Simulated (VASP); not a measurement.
# Ag (Fm-3m) in VASP: notebook

Ag is run at these levels: PBEsol; tasks: single point, relaxation of cell and atoms.

Everything below comes from runs of VASP 6.6.1. Logs are shortened: lines on timing, memory, paths and dates and some standing lists are left out, and cuts for length are marked.

## Step 1: The cell of the first run

Symmetry: Fm-3m, No. 225, cubic system. Conventional cell: a = 4.054 Å, b = 4.054 Å, c = 4.054 Å, α = 90.00°, β = 90.00°, γ = 90.00°. Within 3.8 Å of Ag (site symmetry m-3m) lie 12 Ag at 2.87 Å.

## Step 2: Single point, PBEsol

INCAR

```
SYSTEM = Ag
  ALGO = Fast
  EDIFF = 1E-7
  ENCUT = 520
  GGA = PS
  ISIF = 2
  ISMEAR = 0
  LASPH = .TRUE.
  LCHARG = .FALSE.
  LREAL = .FALSE.
  LWAVE = .FALSE.
  NBANDS = 12
  NELM = 100
  PREC = Accurate
  SIGMA = 0.1
```

KPOINTS

```
k-points
0
G
  18 18 18
  0 0 0
```

POSCAR

```
Ag
1.0
    0.0000000000      2.0272056335      2.0272056335
    2.0272056335      0.0000000000      2.0272056335
    2.0272056335      2.0272056335      0.0000000000
Ag
1
Direct
    0.0000000000      0.0000000000      0.0000000000
```

Potentials or basis: VASP PAW PBE potentials, release 64 (Ag).

Started as:

```bash
> cat potpaw_PBE.64/Ag/POTCAR > POTCAR
> mpirun -np 1 vasp_std > vasp.out
```

OUTCAR:

```text
SYSTEM = Ag
   EDIFF = 1E-7
   ENCUT = 520
   GGA = PS
   ISIF = 2
   ISMEAR = 0
   LASPH = .TRUE.
   LREAL = .FALSE.
   NELM = 100
   PREC = Accurate

 ion  position               nearest neighbor table
   1  0.000  0.000  0.000-

  LATTYP: Found a face centered cubic cell.
 ALAT       =     4.0544112670

  Lattice vectors:

 A1 = (   0.0000000000,   2.0272056335,   2.0272056335)
 A2 = (   2.0272056335,   0.0000000000,   2.0272056335)
 A3 = (   2.0272056335,   2.0272056335,   0.0000000000)

Analysis of symmetry for initial positions (statically):
=====================================================================
 Subroutine PRICEL returns:
 Original cell was already a primitive cell.

 Routine SETGRP: Setting up the symmetry group for a
 face centered cubic supercell.

 Subroutine GETGRP returns: Found 48 space group operations
 (whereof 48 operations were pure point group operations)
 out of a pool of 48 trial point group operations.

The static configuration has the point symmetry O_h .

Analysis of symmetry for dynamics (positions and initial velocities):
=====================================================================
 Subroutine PRICEL returns:
 Original cell was already a primitive cell.

 Routine SETGRP: Setting up the symmetry group for a
 face centered cubic supercell.

 Subroutine GETGRP returns: Found 48 space group operations
 (whereof 48 operations were pure point group operations)
 out of a pool of 48 trial point group operations.

The dynamic configuration has the point symmetry O_h .

 Subroutine INISYM returns: Found 48 space group operations
 (whereof 48 operations are pure point group operations),
 and found     1 'primitive' translations

----------------------------------------------------------------------------------------

                                     Primitive cell

  volume of cell :      16.6619

  direct lattice vectors                    reciprocal lattice vectors
     0.000000000  2.027205633  2.027205633    -0.246644934  0.246644934  0.246644934
     2.027205633  0.000000000  2.027205633     0.246644934 -0.246644934  0.246644934
     2.027205633  2.027205633  0.000000000     0.246644934  0.246644934 -0.246644934

  length of vectors
     2.866901701  2.866901701  2.866901701     0.427201557  0.427201557  0.427201557

  position of ions in fractional coordinates (direct lattice)
     0.000000000  0.000000000  0.000000000

  ion indices of the primitive-cell ions
   primitive index   ion index
                 1           1

----------------------------------------------------------------------------------------

 KPOINTS: k-points

Automatic generation of k-mesh.
 Grid dimensions read from file:
 generate k-points for:   18   18   18

 Generating k-lattice:

  Cartesian coordinates                     Fractional coordinates (reciprocal lattice)
    -0.013702496  0.013702496  0.013702496     0.055555556  0.000000000  0.000000000
     0.013702496 -0.013702496  0.013702496     0.000000000  0.055555556  0.000000000
     0.013702496  0.013702496 -0.013702496     0.000000000  0.000000000  0.055555556

  Length of vectors
     0.023733420  0.023733420  0.023733420

  Shift w.r.t. Gamma in fractional coordinates (k-lattice)
     0.000000000  0.000000000  0.000000000

 Subroutine IBZKPT returns following result:
 ===========================================

 Found    195 irreducible k-points:

 Following reciprocal coordinates:
            Coordinates               Weight
  0.000000  0.000000  0.000000      1.000000
  0.055556  0.000000  0.000000      8.000000
  0.111111  0.000000  0.000000      8.000000
  0.166667  0.000000  0.000000      8.000000
  0.222222  0.000000  0.000000      8.000000
  0.277778  0.000000  0.000000      8.000000
[... 16 lines left out ...]
 -0.277778  0.055556  0.000000     24.000000
 -0.222222  0.055556  0.000000     24.000000
 [... further k-points ...]
   k-points           NKPTS =    195   k-points in BZ     NKDIM =    195   number of bands    NBANDS=     12
   number of dos      NEDOS =    301   number of ions     NIONS =      1
   total plane-waves  NPLWV =  13824
   dimension x,y,z NGX =    24 NGY =   24 NGZ =   24
   dimension x,y,z NGXF=    48 NGYF=   48 NGZF=   48
   ions per type =               1
   NGX,Y,Z   is equivalent  to a cutoff of  13.92, 13.92, 13.92 a.u.
   NGXF,Y,Z  is equivalent  to a cutoff of  27.83, 27.83, 27.83 a.u.
 SYSTEM =  Ag
   PREC   = accura    normal or accurate (medium, high low for compatibility)
   ISTART =      0    job   : 0-new  1-cont  2-samecut
   ICHARG =      2    charge: 1-file 2-atom 10-const
   ISPIN  =      1    spin polarized calculation?
   LNONCOLLINEAR =      F non collinear calculations
   LSORBIT =      F    spin-orbit coupling
   LASPH  =      T    aspherical Exc in radial PAW
   ENCUT  =  520.0 eV  38.22 Ry    6.18 a.u.   5.33  5.33  5.33*2*pi/ulx,y,z
   NELM   =    100;   NELMIN=  2; NELMDL= -5     # of ELM steps
   EDIFF  = 0.1E-06   stopping-criterion for ELM
   LREAL  =      F    real-space projection
   EDIFFG = 0.1E-05   stopping-criterion for IOM
   NSW    =      0    number of steps for IOM
   IBRION =     -1    ionic relax: 0-MD 1-quasi-New 2-CG
   NFREE  =      0    steps in history (QN), initial steepest desc. (CG)
   ISIF   =      2    stress and relaxation
   ISYM   =      2    0-nonsym 1-usesym 2-fastsym
   POTIM  = 0.5000    time-step for ionic-motion
   TEBEG  =    0.0;   TEEND  =   0.0 temperature during run
   PSTRESS=    0.0 pullay stress
   NELECT =      11.0000    total number of electrons
   NUPDOWN=      -1.0000    fix difference up-down
   EMIN   =  10.00;   EMAX   =-10.00  energy-range for DOS
   EFERMI =   0.00;   METHOD = LEGACY
   ISMEAR =     0;   SIGMA  =   0.10  broadening in eV -4-tet -1-fermi 0-gaus
   EFERMI_NEDOS =   21; number of points for ismear=-14 and -15
   IALGO  =     68    algorithm
   IMIX   =      4    mixing-type and parameters
     AMIX     =   0.40;   BMIX     =  1.00
     AMIX_MAG =   1.60;   BMIX_MAG =  1.00
  volume/ion in A,a.u.               =      16.66       112.44
  Fermi-wavevector in a.u.,A,eV,Ry     =   1.425491  2.693788 27.647387  2.032026
  Thomas-Fermi vector in A             =   2.545870
   LORBIT       =      0    0 simple, 1 ext, 2 COOP (PROOUT), +10 PAW based schemes
   GGA     = PS    functional components
   LHFCALC =     F    Hartree Fock is set to
   AEXX    =    0.0000 exact exchange contribution
   IVDW    =     0    specifies the selected vdW correction
   LEPSILON=     F    determine dielectric tensor
   LRPA    =     F    only Hartree local field effects (RPA)
 non-spin polarized calculation
 RMM-DIIS sequential band-by-band and
 Gauss-broadening in eV      SIGMA  =   0.10
  energy-cutoff  :      520.00
  volume of cell :       16.66
 maximum number of plane-waves:       464
 NGX is ok and might be reduce to    24
   NGX = 11   NGY = 11   NGZ = 11

 number of electron      11.0000001 magnetization

 Free energy of the ion-electron system (eV)
  ---------------------------------------------------
  ext. energy  EPLUGINS =         0.00000000
  ---------------------------------------------------
  free energy    TOTEN  =        -3.31213203 eV

  energy without entropy =       -3.31116235  energy(sigma->0) =       -3.31164719

 E-fermi :   8.5070     XC(G=0): -12.5499

 val. band max:        8.4633604162   @ k =   0.5000   0.1667   0.0556
 cond. band min:       8.6539500887   @ k =   0.5000   0.3333   0.1111
 fundamental gap:      0.1905896724
 Fermi energy:         8.5070070363

 k-point     1 :       0.0000    0.0000    0.0000
  band No.  band energies     occupation
      1       0.5532      2.00000
      2       3.7018      2.00000
      3       3.7018      2.00000
      4       3.7018      2.00000
      5       4.7923      2.00000
      6       4.7923      2.00000
      7      24.5893      0.00000
      8      28.2985      0.00000
      9      28.2985      0.00000
     10      28.2985      0.00000
     11      33.1765      0.00000
     12      34.4568      0.00000

 k-point     2 :       0.0556    0.0000    0.0000
  band No.  band energies     occupation
      1       0.6518      2.00000
      2       3.6776      2.00000
      3       3.7300      2.00000
      4       3.7300      2.00000
      5       4.7811      2.00000
      6       4.7811      2.00000
      7      24.6204      0.00000
      8      27.4584      0.00000
      9      28.3472      0.00000
     10      28.3472      0.00000
     11      33.3425      0.00000
     12      34.3270      0.00000

 k-point     3 :       0.1111    0.0000    0.0000
  band No.  band energies     occupation
      1       0.9372      2.00000
      2       3.6204      2.00000
      3       3.8035      2.00000
      4       3.8035      2.00000
      5       4.7589      2.00000
      6       4.7589      2.00000
      7      24.4322      0.00000
      8      26.0145      0.00000
      9      28.4694      0.00000
     10      28.4694      0.00000
     11      32.4923      0.00000
     12      33.8830      0.00000
[... 286 lines left out ...]
 k-point    23 :      -0.2778    0.0556    0.0000
  band No.  band energies     occupation
      1       2.1903      2.00000
      2       3.8379      2.00000
      3       3.9049      2.00000
      4       4.2906      2.00000
      5       4.9386      2.00000
      6       5.4394      2.00000
      7      18.1042      0.00000
      8      24.5630      0.00000
      9      26.8394      0.00000
     10      29.3401      0.00000
     11      31.0238      0.00000
     12      31.2743      0.00000

 k-point    24 :      -0.2222    0.0556    0.0000
  band No.  band energies     occupation
      1       2.0150      2.00000
      2       3.6851      2.00000
      3       3.9583      2.00000
      4       3.9678      2.00000
      5       4.7386      2.00000
      6       5.1175      2.00000
      7      20.2623      0.00000
      8      24.8847      0.00000
      9      27.3846      0.00000
     10      30.0301      0.00000
     11      30.5002      0.00000
     12      31.5477      0.00000

 [... further k-points ...]
[... 5 lines left out ...]
  --------------------------------------------------------------------------------------
  -------------------------------------------------------------------------------------
  Total       -0.0264677     -0.0264677     -0.0264677     -0.0000000     -0.0000000     -0.0000000
  in kB       -2.5450933     -2.5450933     -2.5450933     -0.0000000     -0.0000000     -0.0000000
  external PRESSURE =      -2.5450933 kB  Pullay stress =       0.0000000 kB

 VOLUME and BASIS-vectors are now :
 -----------------------------------------------------------------------------
  energy-cutoff  :      520.00
  volume of cell :       16.66
      direct lattice vectors                 reciprocal lattice vectors
     0.000000000  2.027205633  2.027205633    -0.246644934  0.246644934  0.246644934
     2.027205633  0.000000000  2.027205633     0.246644934 -0.246644934  0.246644934
     2.027205633  2.027205633  0.000000000     0.246644934  0.246644934 -0.246644934

 POSITION                                       TOTAL-FORCE (eV/Angst)
 -----------------------------------------------------------------------------------
      0.00000      0.00000      0.00000         0.000000      0.000000      0.000000
 -----------------------------------------------------------------------------------
    total drift:                               -0.000000      0.000000      0.000000

  FREE ENERGIE OF THE ION-ELECTRON SYSTEM (eV)
  ---------------------------------------------------
  free  energy   TOTEN  =        -3.3121320304 eV

  energy  without entropy=       -3.3111623517  energy(sigma->0) =       -3.31164719
```

Wall time 15 s (1 thread of Intel Xeon Platinum 8559C (Emerald Rapids), shared host); peak memory 0.16 GiB.

What came out:

* Free energy: -3.3121 eV
* Pressure: -0.3 GPa

Caveat: the PAW data sets were made with another functional, which shifts forces and pressure a little.

[end of part 1 of 2]
